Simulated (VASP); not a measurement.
CsSnI3, 5 atoms in the cell. It takes space group Pm-3m (No. 221, cubic). Conventional cell: a = 6.206 Å, b = 6.206 Å, c = 6.206 Å, α = 90.00°, β = 90.00°, γ = 90.00°. Within 5.8 Å of Cs (site symmetry m-3m) lie 12 I at 4.39 Å and 8 Sn at 5.37 Å. Within 4.1 Å of I (site symmetry 4/mmm) lie 2 Sn at 3.10 Å. Within 4.1 Å of Sn (site symmetry m-3m) lie 6 I at 3.10 Å. 

```yaml
Program: VASP 6.6.1
Task: single point
Functional: PBEsol
Dispersion: D4
Potentials_or_basis: VASP PAW PBE potentials, release 64 (Cs_sv, I, Sn_d)
Cutoff: 520 eV
k_mesh: 5 × 5 × 5
Occupations: fermi-dirac, width 0.05 eV
Spin: no spin polarisation
Dipole_correction: no
Further_INCAR_settings: ALGO = Normal; EDIFF = 1e-06; NBANDS = 30
```

Potentials or basis: VASP PAW PBE potentials, release 64 (Cs_sv, I, Sn_d).

The run is started by

```console
$ cat potpaw_PBE.64/Cs_sv/POTCAR potpaw_PBE.64/I/POTCAR potpaw_PBE.64/Sn_d/POTCAR > POTCAR
$ mpirun -np 1 vasp_std > vasp.out
```

Hardware: 1 thread of Intel Xeon 8259CL (shared host).

Problem. Estimate the wall time of this run.

Solution. It took 2.9 min on 1 thread of Intel Xeon 8259CL, with other jobs on the host, peak memory 0.36 GiB. Counts: scf iterations 15, k points 10.
